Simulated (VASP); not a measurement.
# ZnAu (P1) in VASP: single point with PBE

Aim: the single point of ZnAu with PBE.

Everything below comes from runs of VASP 6.6.1. Logs are shortened: lines on timing, memory, paths and dates and some standing lists are left out, and cuts for length are marked.

### Step 1. The cell of the first run

The typed cell holds 16 atoms: a = 6.398 Å, b = 7.522 Å, c = 5.496 Å, α = 90.00°, β = 90.00°, γ = 90.18°.

### Step 2. Single point, PBE

INCAR reads:

```
ALGO = Normal ; EDIFF = 1E-7
ENCUT = 520 ; GGA = PE
ISIF = 2 ; ISMEAR = 0
ISYM = 0 ; LASPH = True
LCHARG = False ; LREAL = Auto
LWAVE = False ; NBANDS = 106
NELM = 60 ; PREC = Accurate
SIGMA = 0.1
```

KPOINTS reads:

```
Automatic mesh
0
Gamma
  2 2 2
  0.5 0.5 0.5
```

POSCAR reads:

```
ZnAu
1.0
    6.3976866987     -0.0109509584     -0.0001463542
   -0.0109509584      7.5221771360      0.0001382422
   -0.0001463542      0.0001382422      5.4964516379
Zn Au
8 8
Direct
    0.9783243478      0.0338347692      0.9723014857
    0.5218326707     -0.0329690359      0.9724234030
    0.2819852683      0.2643791910      0.2773152959
    0.7091899948      0.2567013786      0.2486833982
    0.2182244999      0.7364388168      0.2772773446
    0.7910020144      0.7440620081      0.2488032955
    0.7096265689      0.2541828266      0.7459428706
    0.7905348501      0.7465599652      0.7457952434
    0.9859863066      0.4614842184      1.0065730369
   -0.0065062243      1.0283165685      0.4536712616
    0.5141883813      0.5394241712      0.0065395548
    0.5067706018     -0.0275338168      0.4538263940
    0.9899982241      0.4650904450      0.5071349553
    0.2871921946      0.2296870618      0.7879866757
    0.5101846940      0.5356060580      0.5070850058
    0.2130245195      0.7711846996      0.7879733525
```

Potentials or basis: VASP PAW PBE potentials, release 64 (Zn, Au).

On the command line:

```bash
cat potpaw_PBE.64/Zn/POTCAR potpaw_PBE.64/Au/POTCAR > POTCAR
mpirun -np 1 vasp_std > vasp.out
```

OUTCAR:

```text
EDIFF = 1E-7
   ENCUT = 520
   GGA = PE
   ISIF = 2
   ISMEAR = 0
   ISYM = 0
   LASPH = True
   LREAL = Auto
   NELM = 60
   PREC = Accurate

 ion  position               nearest neighbor table
   1  0.978  0.034  0.972-  10 2.65  14 2.66  16 2.68   7 2.70   8 2.77   4 2.85  10 2.85   6 2.91
                             2 2.96   9 3.22
   2  0.522  0.967  0.972-  12 2.65  16 2.66  14 2.68   8 2.70   7 2.76   6 2.85  12 2.85   4 2.91
                             1 2.96  11 3.22
   3  0.282  0.264  0.277-  14 2.70  13 2.72  10 2.73   4 2.74  12 2.80  15 2.81  14 2.82   9 2.83
                            11 2.95
   4  0.709  0.257  0.249-   9 2.69   7 2.73   3 2.74  12 2.74  10 2.75   7 2.76  13 2.77  11 2.80
                            15 2.84   1 2.85   2 2.91
   5  0.218  0.736  0.277-  16 2.70  15 2.72  12 2.74   6 2.74  10 2.80  13 2.81  16 2.82  11 2.83
                             9 2.95
   6  0.791  0.744  0.249-  11 2.69   8 2.73   5 2.74  10 2.74  12 2.75   8 2.76  15 2.77   9 2.80
                            13 2.84   2 2.85   1 2.91
   7  0.710  0.254  0.746-   1 2.70  14 2.72  13 2.73   4 2.73   9 2.76   4 2.76   2 2.76  15 2.80
                            11 2.87  12 2.96  10 2.96
   8  0.791  0.747  0.746-   2 2.70  16 2.72  15 2.73   6 2.73  11 2.76   6 2.76   1 2.77  13 2.80
                             9 2.87  10 2.96  12 2.96
   9  0.986  0.461  0.007-   4 2.69  13 2.75  13 2.75   7 2.76   6 2.80   3 2.83  14 2.87   8 2.87
                             5 2.95  16 2.99  11 3.08   1 3.22  11 3.43
  10  0.993  0.028  0.454-   1 2.65   3 2.73   6 2.74   4 2.75   5 2.80   1 2.85   8 2.96   7 2.96
                            16 3.02  14 3.03  12 3.14  13 3.30  12 3.31
  11  0.514  0.539  0.007-   6 2.69  15 2.75  15 2.75   8 2.76   4 2.80   5 2.83  16 2.87   7 2.87
                             3 2.95  14 2.99   9 3.08   2 3.22   9 3.43
  12  0.507  0.972  0.454-   2 2.65   5 2.74   4 2.74   6 2.75   3 2.80   2 2.85   7 2.96   8 2.96
                            14 3.02  16 3.03  10 3.14  15 3.30  10 3.31
  13  0.990  0.465  0.507-   3 2.72   7 2.73   9 2.75   9 2.75   4 2.77   8 2.80   5 2.81   6 2.84
                            14 3.03  16 3.11  15 3.12  10 3.30  15 3.37
  14  0.287  0.230  0.788-   1 2.66   2 2.68   3 2.70   7 2.72   3 2.82   9 2.87  11 2.99  12 3.02
                            13 3.03  10 3.03  15 3.11  16 3.48
  15  0.510  0.536  0.507-   5 2.72   8 2.73  11 2.75  11 2.75   6 2.77   7 2.80   3 2.81   4 2.84
                            16 3.03  14 3.11  13 3.12  12 3.30  13 3.37
  16  0.213  0.771  0.788-   2 2.66   1 2.68   5 2.70   8 2.72   5 2.82  11 2.87   9 2.99  10 3.02
                            15 3.03  12 3.03  13 3.11  14 3.48

IMPORTANT INFORMATION: All symmetrisations will be switched off!
NOSYMM: (Re-)initialisation of all symmetry stuff for point group C_1.

----------------------------------------------------------------------------------------

[... 113 lines left out ...]
   EFERMI =   0.00;   METHOD = LEGACY
   ISMEAR =     0;   SIGMA  =   0.10  broadening in eV -4-tet -1-fermi 0-gaus
   EFERMI_NEDOS =   21; number of points for ismear=-14 and -15
   IALGO  =     38    algorithm
   IMIX   =      4    mixing-type and parameters
     AMIX     =   0.40;   BMIX     =  1.00
     AMIX_MAG =   1.60;   BMIX_MAG =  1.00
  volume/ion in A,a.u.               =      16.53       111.56
  Fermi-wavevector in a.u.,A,eV,Ry     =   1.450546  2.741134 28.627794  2.104084
  Thomas-Fermi vector in A             =   2.568146
   LORBIT       =      0    0 simple, 1 ext, 2 COOP (PROOUT), +10 PAW based schemes
   GGA     = PE    functional components
   LHFCALC =     F    Hartree Fock is set to
   AEXX    =    0.0000 exact exchange contribution
   IVDW    =     0    specifies the selected vdW correction
   LEPSILON=     F    determine dielectric tensor
   LRPA    =     F    only Hartree local field effects (RPA)
 non-spin polarized calculation
 Gauss-broadening in eV      SIGMA  =   0.10
  energy-cutoff  :      520.00
  volume of cell :      264.51
 maximum number of plane-waves:      7123
   NGX = 23   NGY = 27   NGZ = 21

 number of electron     184.0000028 magnetization

 Free energy of the ion-electron system (eV)
  ---------------------------------------------------
  ext. energy  EPLUGINS =         0.00000000
  ---------------------------------------------------
  free energy    TOTEN  =       -37.18256865 eV

  energy without entropy =      -37.18256865  energy(sigma->0) =      -37.18256865

 E-fermi :   6.4042     XC(G=0): -12.0235

 val. band max:        5.9673171724   @ k =   0.2500   0.2500   0.2500
 cond. band min:       6.8452034667   @ k =  -0.2500   0.2500   0.2500
 fundamental gap:      0.8778862944
 Fermi energy:         6.4042349311

 k-point     1 :       0.2500    0.2500    0.2500
  band No.  band energies     occupation
      1      -2.9604      2.00000
      2      -1.8425      2.00000
      3      -1.6667      2.00000
      4      -1.6554      2.00000
      5      -1.6234      2.00000
      6      -1.6071      2.00000
[... 417 lines left out ...]
    103      10.4018      0.00000
    104      10.6107      0.00000
 [bands above 104 left out]

------------------------ aborting loop because EDIFF is reached ----------------------------------------

  FORCE on cell =-STRESS in cart. coord.  units (eV):
  Direction    XX          YY          ZZ          XY          YZ          ZX
  --------------------------------------------------------------------------------------
  -------------------------------------------------------------------------------------
  Total        0.3822233     -0.1001955     -0.0957469      0.0310147     -0.0057186      0.0046131
  in kB        2.3151542     -0.6068911     -0.5799460      0.1878580     -0.0346382      0.0279418
  external PRESSURE =       0.3761057 kB  Pullay stress =       0.0000000 kB

 VOLUME and BASIS-vectors are now :
 -----------------------------------------------------------------------------
  energy-cutoff  :      520.00
  volume of cell :      264.51
      direct lattice vectors                 reciprocal lattice vectors
     6.397686699 -0.010950958 -0.000146354     0.156306887  0.000227555  0.000004156
    -0.010950958  7.522177136  0.000138242     0.000227555  0.132940567 -0.000003338
    -0.000146354  0.000138242  5.496451638     0.000004156 -0.000003338  0.181935559

 POSITION                                       TOTAL-FORCE (eV/Angst)
 -----------------------------------------------------------------------------------
      6.25850      0.24393      5.34407         0.006292     -0.004459      0.006911
      3.32779      7.26860      5.34494        -0.005371      0.002413      0.006829
      1.80112      1.98566      1.52425        -0.022641     -0.018844     -0.001645
      4.53433      1.92322      1.36681        -0.008605      0.023633     -0.002608
      1.38803      5.53727      1.52411         0.022542      0.018648     -0.000856
      5.05240      5.58834      1.36752         0.009075     -0.022798     -0.005577
[... 8 lines left out ...]
      3.25806      4.02341      2.78717        -0.038702     -0.027892     -0.004071
      1.35430      5.79876      4.33113         0.000342     -0.049643     -0.000043
 -----------------------------------------------------------------------------------
    total drift:                               -0.000095     -0.002400     -0.009157

  FREE ENERGIE OF THE ION-ELECTRON SYSTEM (eV)
  ---------------------------------------------------
  free  energy   TOTEN  =       -37.1825686467 eV

  energy  without entropy=      -37.1825686464  energy(sigma->0) =      -37.18256865
```

stdout:

```text
POSCAR found type information on POSCAR ZnAu
 POSCAR found :  2 types and      16 ions
 scaLAPACK will be used
 LDA part: xc-table for (Slater+PW92), standard interpolation
 POSCAR, INCAR and KPOINTS ok, starting setup
 FFT: planning ... GRIDC
 FFT: planning ... GRID_SOFT
 FFT: planning ... GRID
 WAVECAR not read
 entering main loop
```

It took 2 min on 1 thread of AMD EPYC 9R45 (Zen 5), shared host; peak memory 0.33 GiB.

Results:

```yaml
Free_energy: -37.1826 eV
Pressure: 0.0 GPa
Largest_force: 0.050 eV/Å
Band_gap_on_the_k_mesh: 0.88 eV
```

Forces on the atoms (eV/Å):
```
Zn   0.006 -0.004  0.007
Zn  -0.005  0.002  0.007
Zn  -0.023 -0.019 -0.002
Zn  -0.009  0.024 -0.003
Zn   0.023  0.019 -0.001
Zn   0.009 -0.023 -0.006
Zn  -0.024  0.007  0.003
Zn   0.025 -0.004  0.007
Au   0.039  0.022 -0.006
Au   0.029  0.007  0.006
Au  -0.038 -0.023 -0.007
Au  -0.031 -0.008  0.004
Au   0.039  0.027 -0.006
Au  -0.002  0.050  0.001
Au  -0.039 -0.028 -0.004
Au   0.000 -0.050  0.000
```

Caveat: the k points lie up to 0.57 Å⁻¹ apart; spin-orbit coupling is left out, which moves the levels of the heavy elements; a shifted mesh leaves out Γ, where band edges can lie. A k mesh can miss the band edges.
